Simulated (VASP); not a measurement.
BaTiO3, 5 atoms in the cell. The structure is tetragonal, space group P4mm (No. 99). The conventional cell has a = 4.051 Å, b = 4.051 Å, c = 4.013 Å, α = 90.00°, β = 90.00°, γ = 90.00°. Within 3.7 Å of Ba (site symmetry 4mm) lie 12 O at 2.81 to 2.90 Å and 8 Ti at 3.46 to 3.53 Å. Within 2.4 Å of Ti (site symmetry 4mm) lie 6 O at 1.83 to 2.18 Å. O (site symmetry 2mm) has 2 Ti at 2.03 Å and 4 Ba at 2.81 to 2.90 Å and 8 O at 2.82 to 2.89 Å within 2.9 Å. O (site symmetry 4mm) has 2 Ti at 1.83 to 2.18 Å within 2.4 Å.  This cell differs from its parent crystal: epitaxial xy strain +2.0%.

| Quantity | Value |
| --- | --- |
| Program | VASP 6.6.1 |
| Task | single point |
| Functional | r2SCAN |
| Potentials or basis | VASP PAW PBE potentials, release 64 (Ba_sv, Ti_sv, O) |
| Cutoff | 520 eV |
| k mesh | 6 × 6 × 6 |
| Occupations | gaussian, width 0.01 eV |
| Spin | non-collinear spin, zero start, spin-orbit coupling |
| Starting moments | [[0.0, 0.0, 0.0], [0.0, 0.0, 0.0], [0.0, 0.0, 0.0], [0.0, 0.0, 0.0], [0.0, 0.0, 0.0]] μB |
| Dipole correction | no |
| Further INCAR settings | ALGO = Normal; EDIFF = 1e-06; NBANDS = 55 |

Potentials or basis: VASP PAW PBE potentials, release 64 (Ba_sv, Ti_sv, O).

Command:

```console
$ cat potpaw_PBE.64/Ba_sv/POTCAR potpaw_PBE.64/Ti_sv/POTCAR potpaw_PBE.64/O/POTCAR > POTCAR
$ cp INCAR.step1 INCAR
$ mpirun -np 1 vasp_ncl > vasp.out
$ cp INCAR.step2 INCAR
$ mpirun -np 1 vasp_ncl > vasp.out
```

Hardware: 1 thread of Oxide Virtual Turin-like Processor, with other jobs on the host.

Problem. How long does it take, and how much memory?

Solution. Wall time 39 min on 1 thread of Oxide Virtual Turin-like Processor, on a shared host, peak memory 0.5 GiB. Counts: k points 60.
